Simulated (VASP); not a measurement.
# FeO (Pm-3m) in VASP: single point with PBE+U

Aim: the single point of FeO with PBE+U.

Program: VASP 6.6.1. These are calculated values, not measurements. Logs are shortened: lines on timing, memory, paths and dates and some standing lists are left out, and cuts for length are marked.

**1. The cell of the first run**

It takes space group Pm-3m (No. 221, cubic). Conventional cell: a = 2.612 Å, b = 2.612 Å, c = 2.612 Å, α = 90.00°, β = 90.00°, γ = 90.00°. Fe (site symmetry m-3m) has 8 O at 2.26 Å and 6 Fe at 2.61 Å within 3.0 Å. O (site symmetry m-3m) has 8 Fe at 2.26 Å and 6 O at 2.61 Å within 3.0 Å.

**2. Single point, PBE+U, collinear spin, antiferromagnetic start**

Contents of INCAR:

```
PREC = Accurate ; ENCUT = 700
EDIFF = 1E-6 ; ISMEAR = 0
SIGMA = 0.05 ; LREAL = F
LASPH = T ; NELM = 200
ALGO = Normal ; ISIF = 2
LWAVE = F ; LCHARG = F
ISPIN = 2 ; MAGMOM = 4 -4 0 0
LORBIT = 11 ; LMAXMIX = 4
LDAU = T ; LDAUTYPE = 1
LDAUL = 2 -1 ; LDAUU = 7 0
LDAUJ = 0.5 0 ; LDAUPRINT = 1
GGA = PE ; NBANDS = 34
GGA_COMPAT = F
```

Contents of KPOINTS:

```
Automatic mesh
0
Gamma
  7 7 7
```

Contents of POSCAR:

```
FeO
1.0
    2.6124696300      0.0000000000      2.6124696300
    0.0000000000      2.6124696300      2.6124696300
    0.0000000000      0.0000000000      5.2249392600
Fe O
2 2
Direct
    0.0000000000      0.0000000000      0.0000000000
    0.0000000000      0.0000000000      0.5000000000
    0.5000000000      0.5000000000      0.7500000000
    0.5000000000      0.5000000000      0.2500000000
```

Potentials or basis: VASP PAW PBE potentials, release 64 (Fe_sv, O).

Launch:

```sh
> cat potpaw_PBE.64/Fe_sv/POTCAR potpaw_PBE.64/O/POTCAR > POTCAR
> mpirun -np 1 vasp_std > vasp.out
```

OUTCAR:

```text
PREC = Accurate
   ENCUT = 700
   EDIFF = 1E-6
   ISMEAR = 0
   LREAL = F
   LASPH = T
   NELM = 200
   ISIF = 2
   ISPIN = 2
   LORBIT = 11
   GGA = PE

 ion  position               nearest neighbor table
   1  0.000  0.000  0.000-
   2  0.000  0.000  0.500-
   3  0.500  0.500  0.750-
   4  0.500  0.500  0.250-

  LATTYP: Found a face centered cubic cell.
 ALAT       =     5.2249392600

  Lattice vectors:

 A1 = (   2.6124696300,  -2.6124696300,   0.0000000000)
 A2 = (   2.6124696300,   0.0000000000,   2.6124696300)
 A3 = (   0.0000000000,  -2.6124696300,   2.6124696300)

Analysis of symmetry for initial positions (statically):
=====================================================================
 Subroutine PRICEL returns following result:

  LATTYP: Found a simple cubic cell.
 ALAT       =     2.6124696300
[... 12 lines left out ...]
 Subroutine GETGRP returns: Found 48 space group operations
 (whereof 48 operations were pure point group operations)
 out of a pool of 48 trial point group operations.

The static configuration has the point symmetry O_h .

Analysis of symmetry for dynamics (positions and initial velocities):
=====================================================================
 Subroutine PRICEL returns following result:

  LATTYP: Found a simple cubic cell.
 ALAT       =     2.6124696300
[... 12 lines left out ...]
 Subroutine GETGRP returns: Found 48 space group operations
 (whereof 48 operations were pure point group operations)
 out of a pool of 48 trial point group operations.

The dynamic configuration has the point symmetry O_h .

Analysis of structural, dynamic, and magnetic symmetry:
=====================================================================
 Subroutine PRICEL returns following result:

  LATTYP: Found a simple cubic cell.
 ALAT       =     2.6124696300
[... 12 lines left out ...]
 Subroutine GETGRP returns: Found 48 space group operations
 (whereof 48 operations were pure point group operations)
 out of a pool of 48 trial point group operations.

The overall configuration has the point symmetry O_h .

 Subroutine INISYM returns: Found 48 space group operations
 (whereof 48 operations are pure point group operations),
 and found     2 'primitive' translations

----------------------------------------------------------------------------------------

                                     Primitive cell

  volume of cell :      17.8301

  direct lattice vectors                    reciprocal lattice vectors
     0.000000000 -2.612469630  0.000000000     0.000000000 -0.382779569  0.000000000
     2.612469630  0.000000000  0.000000000     0.382779569  0.000000000  0.000000000
     0.000000000  0.000000000  2.612469630     0.000000000  0.000000000  0.382779569

  length of vectors
     2.612469630  2.612469630  2.612469630     0.382779569  0.382779569  0.382779569

  position of ions in fractional coordinates (direct lattice)
     0.000000000  0.000000000  0.000000000
     0.500000000  0.500000000  0.500000000

  ion indices of the primitive-cell ions
   primitive index   ion index
                 1           1
[... 134 lines left out ...]

  o =  0.0547  v =  0.0000  0.0000  0.0000  0.0000  0.0000  1.0000  0.0000  0.0000  0.0000  0.0000      0.0000  0.0000  0.0000  0.0000  0.0000  0.0000  0.0000  0.0000  0.0000  0.0000
  o =  0.0547  v =  0.0000  0.0000  0.0000  0.0000  0.0000  0.0000 -0.9980 -0.0000 -0.0634  0.0000      0.0000  0.0000  0.0000  0.0000  0.0000  0.0000  0.0000  0.0000  0.0000  0.0000
  o =  0.0547  v =  0.0000  0.0000  0.0000  0.0000  0.0000  0.0000  0.0634  0.0000 -0.9980 -0.0000      0.0000  0.0000  0.0000  0.0000  0.0000  0.0000  0.0000  0.0000  0.0000  0.0000
  o =  0.4220  v =  0.0000  0.0000  0.0000  0.0000  0.0000  0.0000  0.0000 -0.9999 -0.0000  0.0126      0.0000  0.0000  0.0000  0.0000  0.0000  0.0000  0.0000  0.0000  0.0000  0.0000
  o =  0.4220  v =  0.0000  0.0000  0.0000  0.0000  0.0000  0.0000  0.0000  0.0126 -0.0000  0.9999      0.0000  0.0000  0.0000  0.0000  0.0000  0.0000  0.0000  0.0000  0.0000  0.0000
  o =  0.8755  v =  0.0000 -0.0000  0.1103  0.0000  0.9939  0.0000  0.0000  0.0000  0.0000  0.0000      0.0000  0.0000  0.0000  0.0000  0.0000  0.0000  0.0000  0.0000  0.0000  0.0000
  o =  0.8755  v =  0.0000 -0.0000  0.9939 -0.0000 -0.1103  0.0000  0.0000  0.0000  0.0000  0.0000      0.0000  0.0000  0.0000  0.0000  0.0000  0.0000  0.0000  0.0000  0.0000  0.0000
  o =  0.9331  v =  0.0000 -0.2970 -0.0000 -0.9549 -0.0000  0.0000  0.0000  0.0000  0.0000  0.0000      0.0000  0.0000  0.0000  0.0000  0.0000  0.0000  0.0000  0.0000  0.0000  0.0000
  o =  0.9331  v =  0.0000  0.9549  0.0000 -0.2970  0.0000  0.0000  0.0000  0.0000  0.0000  0.0000      0.0000  0.0000  0.0000  0.0000  0.0000  0.0000  0.0000  0.0000  0.0000  0.0000
  o =  0.9331  v =  1.0000  0.0000  0.0000  0.0000  0.0000  0.0000  0.0000  0.0000  0.0000  0.0000      0.0000  0.0000  0.0000  0.0000  0.0000  0.0000  0.0000  0.0000  0.0000  0.0000

atom =   2  type =  1  l = 2

 onsite density matrix

spin component  1

  0.0547 -0.0000 -0.0000 -0.0000 -0.0000
 -0.0000  0.0547  0.0000  0.0000  0.0000
 -0.0000  0.0000  0.4220  0.0000 -0.0000
 -0.0000  0.0000  0.0000  0.0547 -0.0000
 -0.0000  0.0000 -0.0000 -0.0000  0.4220

spin component  2

  0.9331  0.0000  0.0000  0.0000  0.0000
  0.0000  0.9331  0.0000 -0.0000  0.0000
  0.0000  0.0000  0.8755 -0.0000  0.0000
  0.0000 -0.0000 -0.0000  0.9331 -0.0000
  0.0000  0.0000  0.0000 -0.0000  0.8755

 occupancies and eigenvectors

  o =  0.0547  v =  1.0000  0.0000  0.0000  0.0000  0.0000  0.0000  0.0000  0.0000  0.0000  0.0000      0.0000  0.0000  0.0000  0.0000  0.0000  0.0000  0.0000  0.0000  0.0000  0.0000
  o =  0.0547  v =  0.0000  0.0675 -0.0000 -0.9977 -0.0000  0.0000  0.0000  0.0000  0.0000  0.0000      0.0000  0.0000  0.0000  0.0000  0.0000  0.0000  0.0000  0.0000  0.0000  0.0000
  o =  0.0547  v =  0.0000  0.9977  0.0000  0.0675  0.0000  0.0000  0.0000  0.0000  0.0000  0.0000      0.0000  0.0000  0.0000  0.0000  0.0000  0.0000  0.0000  0.0000  0.0000  0.0000
  o =  0.4220  v =  0.0000  0.0000 -0.9999  0.0000  0.0103  0.0000  0.0000  0.0000  0.0000  0.0000      0.0000  0.0000  0.0000  0.0000  0.0000  0.0000  0.0000  0.0000  0.0000  0.0000
  o =  0.4220  v =  0.0000  0.0000  0.0103 -0.0000  0.9999  0.0000  0.0000  0.0000  0.0000  0.0000      0.0000  0.0000  0.0000  0.0000  0.0000  0.0000  0.0000  0.0000  0.0000  0.0000
  o =  0.8755  v =  0.0000  0.0000  0.0000  0.0000  0.0000  0.0000 -0.0000 -0.0841  0.0000  0.9965      0.0000  0.0000  0.0000  0.0000  0.0000  0.0000  0.0000  0.0000  0.0000  0.0000
  o =  0.8755  v =  0.0000  0.0000  0.0000  0.0000  0.0000  0.0000 -0.0000 -0.9965  0.0000 -0.0841      0.0000  0.0000  0.0000  0.0000  0.0000  0.0000  0.0000  0.0000  0.0000  0.0000
  o =  0.9331  v =  0.0000  0.0000  0.0000  0.0000  0.0000  0.0000  0.9997 -0.0000  0.0233 -0.0000      0.0000  0.0000  0.0000  0.0000  0.0000  0.0000  0.0000  0.0000  0.0000  0.0000
  o =  0.9331  v =  0.0000  0.0000  0.0000  0.0000  0.0000  0.0000 -0.0233  0.0000  0.9997  0.0000      0.0000  0.0000  0.0000  0.0000  0.0000  0.0000  0.0000  0.0000  0.0000  0.0000
  o =  0.9331  v =  0.0000  0.0000  0.0000  0.0000  0.0000  1.0000  0.0000  0.0000  0.0000  0.0000      0.0000  0.0000  0.0000  0.0000  0.0000  0.0000  0.0000  0.0000  0.0000  0.0000

 number of electron      44.0000002 magnetization       0.0000000

 Free energy of the ion-electron system (eV)
  ---------------------------------------------------
  ext. energy  EPLUGINS =         0.00000000
  ---------------------------------------------------
  free energy    TOTEN  =       -20.60001294 eV

  energy without entropy =      -20.58589559  energy(sigma->0) =      -20.59295426

 E-fermi :  11.0243     XC(G=0): -13.3024

 val. band max:       11.0172561455   @ k =   0.4286   0.0000   0.2857
 cond. band min:      11.0530163881   @ k =   0.4286   0.4286   0.1429
 fundamental gap:      0.0357602425
 Fermi energy:        11.0243372414

 spin component 1

 k-point     1 :       0.0000    0.0000    0.0000
  band No.  band energies     occupation
      1     -79.0398      1.00000
      2     -74.8252      1.00000
      3     -45.0958      1.00000
      4     -45.0958      1.00000
      5     -45.0958      1.00000
      6     -40.9696      1.00000
[... 729 lines left out ...]
     33      27.7261      0.00000
     34      28.4258      0.00000
 Fermi energy:        11.0243372414

 spin component 2

 k-point     1 :       0.0000    0.0000    0.0000
  band No.  band energies     occupation
      1     -79.0398      1.00000
      2     -74.8252      1.00000
      3     -45.0958      1.00000
      4     -45.0958      1.00000
      5     -45.0958      1.00000
      6     -40.9696      1.00000
[... 729 lines left out ...]
     33      27.7261      0.00000
     34      28.4258      0.00000

------------------------ aborting loop because EDIFF is reached ----------------------------------------

  FORCE on cell =-STRESS in cart. coord.  units (eV):
  Direction    XX          YY          ZZ          XY          YZ          ZX
  --------------------------------------------------------------------------------------
  -------------------------------------------------------------------------------------
  Total        3.4788327      3.4788327      3.4788327     -0.0000000      0.0000000      0.0000000
  in kB      156.3005050    156.3005050    156.3005050     -0.0000000      0.0000000      0.0000000
  external PRESSURE =     156.3005050 kB  Pullay stress =       0.0000000 kB

 VOLUME and BASIS-vectors are now :
 -----------------------------------------------------------------------------
  energy-cutoff  :      700.00
  volume of cell :       35.66
      direct lattice vectors                 reciprocal lattice vectors
     2.612469630  0.000000000  2.612469630     0.382779569  0.000000000  0.000000000
     0.000000000  2.612469630  2.612469630     0.000000000  0.382779569  0.000000000
     0.000000000  0.000000000  5.224939260    -0.191389785 -0.191389785  0.191389785

 POSITION                                       TOTAL-FORCE (eV/Angst)
 -----------------------------------------------------------------------------------
      0.00000      0.00000      0.00000        -0.000000      0.000000      0.000000
      0.00000      0.00000      2.61247         0.000000     -0.000000     -0.000000
      1.30623      1.30623      6.53117        -0.000000      0.000000      0.000000
      1.30623      1.30623      3.91870        -0.000000      0.000000      0.000000
 -----------------------------------------------------------------------------------
    total drift:                                0.000000      0.000000      0.000000

  FREE ENERGIE OF THE ION-ELECTRON SYSTEM (eV)
  ---------------------------------------------------
  free  energy   TOTEN  =       -20.6000129416 eV

  energy  without entropy=      -20.5858955877  energy(sigma->0) =      -20.59295426

 total charge

# of ion       s       p       d       tot
------------------------------------------
    1        2.114   6.007   5.533  13.654
    2        2.114   6.007   5.533  13.654
    3        1.562   3.459   0.000   5.020
    4        1.562   3.459   0.000   5.020
--------------------------------------------------
tot          7.350  18.931  11.066  37.348

 magnetization (x)

# of ion       s       p       d       tot
------------------------------------------
    1        0.011   0.014   3.531   3.555
    2       -0.011  -0.014  -3.531  -3.555
    3        0.000   0.000   0.000   0.000
    4        0.000   0.000   0.000   0.000
--------------------------------------------------
tot          0.000   0.000   0.000   0.000
```

It took 77 s on 1 thread of Intel Xeon Platinum 8259CL at 2.50GHz (Skylake/Cascade Lake), shared host; peak memory 0.27 GiB.

What came out:

```yaml
Free_energy: -20.6000 eV
Pressure: 15.6 GPa
Band_gap_on_the_k_mesh: zero (filled and empty bands overlap)
Net_moment: 0.00 μB per cell
Site_moments: Fe +3.56, -3.56; O +0.00 μB
Valence_electrons_inside_the_program's_atomic_spheres: Fe 13.65; O 5.02
```

Levels at points of the mesh, in eV from the Fermi level:
Spin up:
```tsv
k point	band 20	band 21	band 22	band 23	band 24	band 25
(0.00, 0.00, 0.00)	-2.60	-2.60	0.13	0.13	0.95	4.48
```
Spin down:
```
           k point  band 19  band 20  band 21  band 22  band 23  band 24  band 25  band 26
(0.00, 0.00, 0.00)    -2.60    -2.60    -2.60     0.13     0.13     0.95     4.48     4.48
```

Eigenvalues of the final occupation matrices:
```csv
site,spin,trace,eigenvalues
site 1 d,1,4.55,0.88 0.88 0.93 0.93 0.93
site 1 d,2,1.01,0.05 0.05 0.05 0.42 0.42
site 2 d,1,1.01,0.05 0.05 0.05 0.42 0.42
site 2 d,2,4.55,0.88 0.88 0.93 0.93 0.93
```

Caveat: the cell stands under pressure. The state reached can hang on the start; a lower one may exist.

The gap in the log of VASP goes by the Fermi energy; the results here count the filled bands.